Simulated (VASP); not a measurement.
Input of a VASP 6.6.1 run:

INCAR

```
SYSTEM = Ta3AsAu2O13
PREC     = Accurate       ! precision mode
ENCUT    = 520            ! plane-wave cutoff, eV
EDIFF    = 1E-6           ! SCF threshold, eV
ISMEAR   = -1             ! smearing method
SIGMA    = 0.05           ! smearing width, eV
LREAL    = Auto         
LASPH    = .TRUE.         ! aspherical terms in the spheres
NELM     = 80             ! most SCF steps
ALGO     = Normal         ! electronic algorithm
ISIF     = 2              ! what is computed and relaxed
LWAVE    = .FALSE.        ! write WAVECAR
LCHARG   = .TRUE.         ! write CHGCAR
GGA      = PE             ! functional
LELF     = .TRUE.         ! ELF
LVHAR    = .TRUE.       
NBANDS   = 84             ! bands
```

File KPOINTS:

```
Automatic mesh
0
G
  4 3 3
  0 0 0
```

The input POSCAR:

```
Ta3AsAu2O13
1.0
    5.7238600000      0.0000000000      0.0000000000
    1.2946400000      6.2566800000      0.0000000000
    0.2681600000      1.3098200000      8.3663700000
Ta As Au O
3 1 2 13
Direct
    0.2171300000      0.3052100000      0.5843100000
    0.0332500000      0.1112300000      0.9985500000
    0.5824800000      0.6214500000      0.5048200000
    0.5870700000      0.8969100000      0.8304900000
    0.5800400000      0.0922800000      0.1861300000
    0.0448500000      0.8207700000      0.4468200000
    0.6620100000      0.6972600000      0.7108800000
    0.5163200000      0.1341800000      0.6962500000
    0.8509800000      0.8877300000      0.9193200000
    0.3446600000      0.8700300000      0.9465100000
    0.7301500000      0.2924000000      0.0309500000
    0.2462200000      0.2180900000      0.1107500000
    0.1290000000      0.0939800000      0.4910400000
    0.4803200000      0.3888700000      0.4349900000
    0.0596600000      0.2668500000      0.7859400000
    0.9333000000      0.5324000000      0.4564500000
    0.4997500000      0.8516100000      0.3497100000
    0.2525600000      0.6298800000      0.6247300000
    0.9187800000      0.9517500000      0.2263600000
```

Potentials or basis: VASP PAW PBE potentials, release 64 (Ta_pv, As, Au, O).

Launch:

```console
$ cat potpaw_PBE.64/Ta_pv/POTCAR potpaw_PBE.64/As/POTCAR potpaw_PBE.64/Au/POTCAR potpaw_PBE.64/O/POTCAR > POTCAR
$ mpirun -np 1 vasp_std > vasp.out
```

Q: Estimate the band gap on the k mesh.

A: 1.30 eV (least direct gap 1.35 eV).

Q: Estimate the largest force.

A: 0.368 eV/Å.

Q: What does it give for the pressure?

A: 0.9 GPa.

Stress tensor (GPa, compression positive):
```
 1.00  0.07  0.01
 0.07  0.79 -0.02
 0.01 -0.02  0.84
```

Caveat: spin-orbit coupling is left out, which moves the levels of the heavy elements. A k mesh can miss the band edges.
